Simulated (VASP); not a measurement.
# Tb (P6_3/mmc) in VASP: a series of runs

The runs below take Tb through single point, with LDA, PBE.

Everything below comes from runs of VASP 6.6.1. Logs are shortened: lines on timing, memory, paths and dates and some standing lists are left out, and cuts for length are marked.

### Step 1. The cell of the first run

Symmetry: P6_3/mmc, No. 194, hexagonal system. Conventional cell: a = 3.672 Å, b = 3.672 Å, c = 5.805 Å, α = 90.00°, β = 90.00°, γ = 120.00°. Within 4.7 Å of Tb (site symmetry -6m2) lie 12 Tb at 3.59 to 3.67 Å.

### Step 2. Single point, LDA, collinear spin, ferromagnetic start (volume scaled by 1.06)

Contents of INCAR:

```
  ALGO = Normal
  EDIFF = 1E-7
  ENCUT = 520
  GGA = CA
  ISIF = 2
  ISMEAR = -1
  ISPIN = 2
  LASPH = True
  LCHARG = False
  LMAXMIX = 6
  LORBIT = 11
  LREAL = False
  LWAVE = False
  MAGMOM = 6 6
  NBANDS = 30
  NELM = 150
  PREC = Accurate
  SIGMA = 0.05
```

Contents of KPOINTS:

```
k-points
0
Gamma
  9 9 5
```

Contents of POSCAR:

```
Tb
1.0
    3.6716257735      0.0000000000      0.0000000000
   -1.8358128868      3.1797211930      0.0000000000
    0.0000000000      0.0000000000      5.8052675657
Tb
2
Direct
    0.6666666667      0.3333333333      0.7500000000
    0.3333333333      0.6666666667      0.2500000000
```

Potentials or basis: VASP PAW PBE potentials, release 64 (Tb).

The run is started by

```
cat potpaw_PBE.64/Tb/POTCAR > POTCAR
mpirun -np 1 vasp_std > vasp.out
```

OUTCAR:

```text
EDIFF = 1E-7
   ENCUT = 520
   GGA = CA
   ISIF = 2
   ISMEAR = -1
   ISPIN = 2
   LASPH = True
   LORBIT = 11
   LREAL = False
   NELM = 150
   PREC = Accurate

 ion  position               nearest neighbor table
   1  0.667  0.333  0.750-
   2  0.333  0.667  0.250-

  LATTYP: Found a hexagonal cell.
 ALAT       =     3.6716257735
 C/A-ratio  =     1.5811163566

  Lattice vectors:

 A1 = (   3.6716257735,   0.0000000000,   0.0000000000)
 A2 = (  -1.8358128868,   3.1797211930,   0.0000000000)
 A3 = (   0.0000000000,   0.0000000000,   5.8052675657)

Analysis of symmetry for initial positions (statically):
=====================================================================
 Subroutine PRICEL returns:
 Original cell was already a primitive cell.

 Routine SETGRP: Setting up the symmetry group for a
 hexagonal supercell.

 Subroutine GETGRP returns: Found 24 space group operations
 (whereof 12 operations were pure point group operations)
 out of a pool of 24 trial point group operations.

The static configuration has the point symmetry D_3d.
 The point group associated with its full space group is D_6h.

Analysis of symmetry for dynamics (positions and initial velocities):
=====================================================================
 Subroutine PRICEL returns:
 Original cell was already a primitive cell.

 Routine SETGRP: Setting up the symmetry group for a
 hexagonal supercell.

 Subroutine GETGRP returns: Found 24 space group operations
 (whereof 12 operations were pure point group operations)
 out of a pool of 24 trial point group operations.

The dynamic configuration has the point symmetry D_3d.
 The point group associated with its full space group is D_6h.

Analysis of structural, dynamic, and magnetic symmetry:
=====================================================================
 Subroutine PRICEL returns:
 Original cell was already a primitive cell.

 Routine SETGRP: Setting up the symmetry group for a
 hexagonal supercell.

 Subroutine GETGRP returns: Found 24 space group operations
 (whereof 12 operations were pure point group operations)
 out of a pool of 24 trial point group operations.

The overall configuration has the point symmetry D_3d.
 The point group associated with its full space group is D_6h.

 Subroutine INISYM returns: Found 24 space group operations
 (whereof 12 operations are pure point group operations),
 and found     1 'primitive' translations

----------------------------------------------------------------------------------------

                                     Primitive cell

  volume of cell :      67.7750

  direct lattice vectors                    reciprocal lattice vectors
     3.671625774  0.000000000  0.000000000     0.272358912  0.157246491  0.000000000
    -1.835812887  3.179721193  0.000000000     0.000000000  0.314492982  0.000000000
     0.000000000  0.000000000  5.805267566     0.000000000  0.000000000  0.172257349

  length of vectors
     3.671625774  3.671625773  5.805267566     0.314492982  0.314492982  0.172257349

  position of ions in fractional coordinates (direct lattice)
     0.666666667  0.333333333  0.750000000
     0.333333333  0.666666667  0.250000000

  ion indices of the primitive-cell ions
   primitive index   ion index
                 1           1
                 2           2

----------------------------------------------------------------------------------------

 KPOINTS: k-points

Automatic generation of k-mesh.
 Grid dimensions read from file:
 generate k-points for:    9    9    5

 Generating k-lattice:

  Cartesian coordinates                     Fractional coordinates (reciprocal lattice)
     0.030262101  0.017471832  0.000000000     0.111111111  0.000000000  0.000000000
     0.000000000  0.034943665  0.000000000     0.000000000  0.111111111  0.000000000
     0.000000000  0.000000000  0.034451470     0.000000000  0.000000000  0.200000000

  Length of vectors
     0.034943665  0.034943665  0.034451470

  Shift w.r.t. Gamma in fractional coordinates (k-lattice)
     0.000000000  0.000000000  0.000000000

 Subroutine IBZKPT returns following result:
 ===========================================

 Found     36 irreducible k-points:

 Following reciprocal coordinates:
            Coordinates               Weight
  0.000000  0.000000  0.000000      1.000000
  0.111111  0.000000  0.000000      6.000000
  0.222222  0.000000  0.000000      6.000000
  0.333333  0.000000  0.000000      6.000000
  0.444444  0.000000  0.000000      6.000000
  0.111111  0.111111  0.000000      6.000000
[... 16 lines left out ...]
  0.333333  0.222222  0.200000     24.000000
  0.333333  0.333333  0.200000      4.000000
 [... further k-points ...]
   k-points           NKPTS =     36   k-points in BZ     NKDIM =     36   number of bands    NBANDS=     30
   number of dos      NEDOS =    301   number of ions     NIONS =      2
   total plane-waves  NPLWV =  37632
   dimension x,y,z NGX =    28 NGY =   28 NGZ =   48
   dimension x,y,z NGXF=    56 NGYF=   56 NGZF=   96
   ions per type =               2
   NGX,Y,Z   is equivalent  to a cutoff of  12.68, 12.68, 13.75 a.u.
   NGXF,Y,Z  is equivalent  to a cutoff of  25.36, 25.36, 27.49 a.u.
 SYSTEM =  unknown system
   PREC   = accura    normal or accurate (medium, high low for compatibility)
   ISTART =      0    job   : 0-new  1-cont  2-samecut
   ICHARG =      2    charge: 1-file 2-atom 10-const
   ISPIN  =      2    spin polarized calculation?
   LNONCOLLINEAR =      F non collinear calculations
   LSORBIT =      F    spin-orbit coupling
   LASPH  =      T    aspherical Exc in radial PAW
   ENCUT  =  520.0 eV  38.22 Ry    6.18 a.u.   6.83  6.83 10.79*2*pi/ulx,y,z
   NELM   =    150;   NELMIN=  2; NELMDL= -5     # of ELM steps
   EDIFF  = 0.1E-06   stopping-criterion for ELM
   LREAL  =      F    real-space projection
   EDIFFG = 0.1E-05   stopping-criterion for IOM
   NSW    =      0    number of steps for IOM
   IBRION =     -1    ionic relax: 0-MD 1-quasi-New 2-CG
   NFREE  =      0    steps in history (QN), initial steepest desc. (CG)
   ISIF   =      2    stress and relaxation
   ISYM   =      2    0-nonsym 1-usesym 2-fastsym
   POTIM  = 0.5000    time-step for ionic-motion
   TEBEG  =    0.0;   TEEND  =   0.0 temperature during run
   PSTRESS=    0.0 pullay stress
   NELECT =      38.0000    total number of electrons
   NUPDOWN=      -1.0000    fix difference up-down
   EMIN   =  10.00;   EMAX   =-10.00  energy-range for DOS
   EFERMI =   0.00;   METHOD = LEGACY
   ISMEAR =    -1;   SIGMA  =   0.05  broadening in eV -4-tet -1-fermi 0-gaus
   EFERMI_NEDOS =   21; number of points for ismear=-14 and -15
   IALGO  =     38    algorithm
   IMIX   =      4    mixing-type and parameters
     AMIX     =   0.40;   BMIX     =  1.00
     AMIX_MAG =   1.60;   BMIX_MAG =  1.00
  volume/ion in A,a.u.               =      33.89       228.68
  Fermi-wavevector in a.u.,A,eV,Ry     =   1.349935  2.551007 24.794223  1.822324
  Thomas-Fermi vector in A             =   2.477481
   LORBIT       =     11    0 simple, 1 ext, 2 COOP (PROOUT), +10 PAW based schemes
   GGA     = CA    functional components
   LHFCALC =     F    Hartree Fock is set to
   AEXX    =    0.0000 exact exchange contribution
   IVDW    =     0    specifies the selected vdW correction
   LEPSILON=     F    determine dielectric tensor
   LRPA    =     F    only Hartree local field effects (RPA)
 spin polarized calculation
  energy-cutoff  :      520.00
  volume of cell :       67.78
 maximum number of plane-waves:      1842
 NGX is ok and might be reduce to    28
   NGX = 13   NGY = 13   NGZ = 21

 number of electron      38.0000006 magnetization      11.8427249

 Free energy of the ion-electron system (eV)
  ---------------------------------------------------
  ext. energy  EPLUGINS =         0.00000000
  ---------------------------------------------------
  free energy    TOTEN  =       -19.15006707 eV

  energy without entropy =      -18.97985366  energy(sigma->0) =      -19.06496036

 E-fermi :   2.3232     XC(G=0): -10.1260

 val. band max:        2.3206312218   @ k =   0.2222   0.1111   0.4000
 cond. band min:       2.3267234440   @ k =   0.3333   0.3333   0.0000
 fundamental gap:      0.0060922222
 Fermi energy:         2.3232419704

 spin component 1

 k-point     1 :       0.0000    0.0000    0.0000
  band No.  band energies     occupation
      1     -43.4479      1.00000
      2     -43.3907      1.00000
      3     -20.5613      1.00000
      4     -20.0405      1.00000
      5     -20.0405      1.00000
      6     -19.9432      1.00000
[... 22 lines left out ...]
     29       4.6702      0.00000
     30       4.6702      0.00000
[... 728 lines left out ...]
  band No.  band energies     occupation
      1     -43.3870      1.00000
      2     -43.3870      1.00000
      3     -20.3699      1.00000
      4     -20.3595      1.00000
      5     -20.3595      1.00000
      6     -20.2003      1.00000
[... 22 lines left out ...]
     29       4.7164      0.00000
     30       6.6685      0.00000

 [... further k-points ...]

 spin component 2

 k-point     1 :       0.0000    0.0000    0.0000
  band No.  band energies     occupation
      1     -41.1062      1.00000
      2     -41.0369      1.00000
      3     -18.9097      1.00000
      4     -18.2895      1.00000
      5     -18.2895      1.00000
      6     -18.1765      1.00000
[... 22 lines left out ...]
     29       5.3593      0.00000
     30       5.3593      0.00000
[... 728 lines left out ...]
  band No.  band energies     occupation
      1     -41.0321      1.00000
      2     -41.0321      1.00000
      3     -18.6852      1.00000
      4     -18.6714      1.00000
      5     -18.6714      1.00000
      6     -18.4825      1.00000
[... 22 lines left out ...]
     29       5.3697      0.00000
     30       7.4783      0.00000

 [... further k-points ...]

------------------------ aborting loop because EDIFF is reached ----------------------------------------

  FORCE on cell =-STRESS in cart. coord.  units (eV):
  Direction    XX          YY          ZZ          XY          YZ          ZX
  --------------------------------------------------------------------------------------
  -------------------------------------------------------------------------------------
  Total       -2.3792884     -2.3792884     -2.2465869      0.0000000     -0.0000000      0.0000000
  in kB      -56.2455252    -56.2455252    -53.1085094      0.0000000     -0.0000000      0.0000000
  external PRESSURE =     -55.1998532 kB  Pullay stress =       0.0000000 kB

 VOLUME and BASIS-vectors are now :
 -----------------------------------------------------------------------------
  energy-cutoff  :      520.00
  volume of cell :       67.78
      direct lattice vectors                 reciprocal lattice vectors
     3.671625774  0.000000000  0.000000000     0.272358912  0.157246491  0.000000000
    -1.835812887  3.179721193  0.000000000     0.000000000  0.314492982  0.000000000
     0.000000000  0.000000000  5.805267566     0.000000000  0.000000000  0.172257349

 POSITION                                       TOTAL-FORCE (eV/Angst)
 -----------------------------------------------------------------------------------
      1.83581      1.05991      4.35395        -0.000000      0.000000      0.000000
     -0.00000      2.11981      1.45132         0.000000     -0.000000      0.000000
 -----------------------------------------------------------------------------------
    total drift:                               -0.000000      0.000000     -0.000000

  FREE ENERGIE OF THE ION-ELECTRON SYSTEM (eV)
  ---------------------------------------------------
  free  energy   TOTEN  =       -19.1500670663 eV

  energy  without entropy=      -18.9798536624  energy(sigma->0) =      -19.06496036

 total charge

# of ion       s       p       d       f       tot
--------------------------------------------------
    1        2.083   5.573   0.484   8.147  16.287
    2        2.083   5.573   0.484   8.147  16.287
--------------------------------------------------
tot          4.166  11.145   0.968  16.295  32.574

 magnetization (x)

# of ion       s       p       d       f       tot
--------------------------------------------------
    1        0.002  -0.036   0.082   5.646   5.694
    2        0.002  -0.036   0.082   5.646   5.694
--------------------------------------------------
tot          0.003  -0.071   0.164  11.292  11.388
```

Wall time 10 min (1 thread of Intel Xeon Platinum 8488C (Sapphire Rapids), shared host); peak memory 0.26 GiB.

Results:

```
Free energy                                           : -19.1501 eV
Pressure                                              : -5.5 GPa
Net moment                                            : 11.84 μB per cell
Site moments                                          : Tb +5.69 μB
Valence electrons inside the program's atomic spheres : Tb 16.29
```

Stress tensor (GPa, compression positive):
```
-5.62  0.00  0.00
 0.00 -5.62  0.00
 0.00  0.00 -5.31
```

Caveat: the cell differs from its parent crystal (volume scaled by 1.06); the magnetic or orbital state may not be the lowest; the PAW data sets were made with another functional, which shifts forces and pressure a little; spin-orbit coupling is left out, which moves the levels of the heavy elements. The state reached can hang on the start; a lower one may exist.

### Step 3. Single point, PBE, collinear spin, ferromagnetic start

This run uses another cell than the first one, of 31.97 Å³/atom, 0.943 times its volume.

Contents of INCAR:

```
PREC = Accurate ; ENCUT = 520
EDIFF = 1E-6 ; ISMEAR = -1
SIGMA = 0.05 ; LREAL = F
LASPH = T ; NELM = 150
ALGO = Normal ; ISIF = 2
LWAVE = F ; LCHARG = T
ISPIN = 2 ; MAGMOM = 7.5 7.5
LORBIT = 11 ; LMAXMIX = 6
GGA = PE ; LELF = T
LVHAR = T ; NBANDS = 30
```

Contents of KPOINTS:

```
Automatic mesh
0
Gamma
  9 9 5
```

Contents of POSCAR:

```
Tb
1.0
    3.6010000000      0.0000000000      0.0000000000
   -1.8005000000      3.1185574790      0.0000000000
    0.0000000000      0.0000000000      5.6936000000
Tb
2
Direct
    0.6666666667      0.3333333333      0.7500000000
    0.3333333333      0.6666666667      0.2500000000
```

Potentials or basis: VASP PAW PBE potentials, release 64 (Tb).

The run is started by

```
cat potpaw_PBE.64/Tb/POTCAR > POTCAR
mpirun -np 1 vasp_std > vasp.out
```

OUTCAR:

```text
PREC = Accurate
   ENCUT = 520
   EDIFF = 1E-6
   ISMEAR = -1
   LREAL = F
   LASPH = T
   NELM = 150
   ISIF = 2
   ISPIN = 2
   LORBIT = 11
   GGA = PE

 ion  position               nearest neighbor table
   1  0.667  0.333  0.750-   2 3.53   2 3.53   2 3.53   2 3.53   2 3.53   2 3.53
   2  0.333  0.667  0.250-   1 3.53   1 3.53   1 3.53   1 3.53   1 3.53   1 3.53

  LATTYP: Found a hexagonal cell.
 ALAT       =     3.6010000000
 C/A-ratio  =     1.5811163566

  Lattice vectors:

 A1 = (   3.6010000000,   0.0000000000,   0.0000000000)
 A2 = (  -1.8005000000,   3.1185574790,   0.0000000000)
 A3 = (   0.0000000000,   0.0000000000,   5.6936000000)

Analysis of symmetry for initial positions (statically):
=====================================================================
 Subroutine PRICEL returns:
 Original cell was already a primitive cell.

[... 997 lines left out ...]
      5     -17.6964      1.00000
      6     -17.5667      1.00000
[... 781 lines left out ...]
     29       6.1127      0.00000
     30       8.3582      0.00000

 [... further k-points ...]

------------------------ aborting loop because EDIFF is reached ----------------------------------------

  FORCE on cell =-STRESS in cart. coord.  units (eV):
  Direction    XX          YY          ZZ          XY          YZ          ZX
  --------------------------------------------------------------------------------------
  -------------------------------------------------------------------------------------
  Total        0.1113985      0.1113985      0.4668535      0.0000000     -0.0000000      0.0000000
  in kB        2.7914256      2.7914256     11.6984253      0.0000000     -0.0000000      0.0000000
  external PRESSURE =       5.7604255 kB  Pullay stress =       0.0000000 kB

 VOLUME and BASIS-vectors are now :
 -----------------------------------------------------------------------------
  energy-cutoff  :      520.00
  volume of cell :       63.94
      direct lattice vectors                 reciprocal lattice vectors
     3.601000000  0.000000000  0.000000000     0.277700639  0.160330539  0.000000000
    -1.800500000  3.118557479  0.000000000     0.000000000  0.320661077  0.000000000
     0.000000000  0.000000000  5.693600000     0.000000000  0.000000000  0.175635802

 POSITION                                       TOTAL-FORCE (eV/Angst)
 -----------------------------------------------------------------------------------
      1.80050      1.03952      4.27020        -0.000000      0.000000      0.000000
     -0.00000      2.07904      1.42340         0.000000     -0.000000      0.000000
 -----------------------------------------------------------------------------------
    total drift:                               -0.000000      0.000000     -0.000000

  FREE ENERGIE OF THE ION-ELECTRON SYSTEM (eV)
  ---------------------------------------------------
  free  energy   TOTEN  =       -19.1072025469 eV

  energy  without entropy=      -19.0071948782  energy(sigma->0) =      -19.05719871

 total charge

# of ion       s       p       d       f       tot
--------------------------------------------------
    1        2.087   5.599   0.511   8.116  16.313
    2        2.087   5.599   0.511   8.116  16.313
--------------------------------------------------
tot          4.174  11.198   1.023  16.232  32.627

 magnetization (x)

# of ion       s       p       d       f       tot
--------------------------------------------------
    1        0.002  -0.044   0.095   5.682   5.735
    2        0.002  -0.044   0.095   5.682   5.735
--------------------------------------------------
tot          0.004  -0.087   0.189  11.364  11.470
```

OSZICAR:

```text
N       E                     dE             d eps       ncg     rms          rms(c)
DAV:   1     0.272476548185E+03    0.27248E+03   -0.13402E+04  5882   0.613E+03
[... 41 lines left out ...]
DAV:  43    -0.191072808311E+02    0.28384E-04   -0.11417E-05  6518   0.708E-02    0.849E-01
DAV:  44    -0.191072550524E+02    0.25779E-04   -0.98583E-06  5710   0.556E-02    0.984E-01
DAV:  45    -0.191072258163E+02    0.29236E-04   -0.17547E-05  5698   0.693E-02    0.797E-01
DAV:  46    -0.191072054633E+02    0.20353E-04   -0.36372E-05  5358   0.971E-02    0.239E-01
DAV:  47    -0.191072041313E+02    0.13321E-05   -0.68712E-06  6358   0.259E-02    0.128E-01
DAV:  48    -0.191072024832E+02    0.16481E-05   -0.52114E-07  2820   0.126E-02    0.121E-01
DAV:  49    -0.191072025469E+02   -0.63788E-07   -0.38377E-07  2736   0.160E-02
   1 F= -.19107203E+02 E0= -.19057199E+02  d E =-.100008E+00  mag=    11.9890
```

stdout:

```text
POSCAR found type information on POSCAR Tb
 POSCAR found :  1 types and       2 ions
 scaLAPACK will be used
 LDA part: xc-table for (Slater+PW92), standard interpolation
 POSCAR, INCAR and KPOINTS ok, starting setup
 FFT: planning ... GRIDC
 FFT: planning ... GRID_SOFT
 FFT: planning ... GRID
 WAVECAR not read
 entering main loop
```

Run time: 8.4 min. Hardware: 1 thread of Intel Xeon Platinum 8259CL at 2.50GHz (Skylake/Cascade Lake), shared host; peak memory 0.28 GiB.

What came out:

- Free energy: -19.1072 eV
- Pressure: 0.6 GPa
- Band gap on the k mesh: zero (filled and empty bands overlap)
- Net moment: 11.99 μB per cell
- Site moments: Tb +5.74 μB
- Valence electrons inside the program's atomic spheres: Tb 16.31

Caveat: the magnetic or orbital state may not be the lowest; spin-orbit coupling is left out, which moves the levels of the heavy elements. The state reached can hang on the start; a lower one may exist.
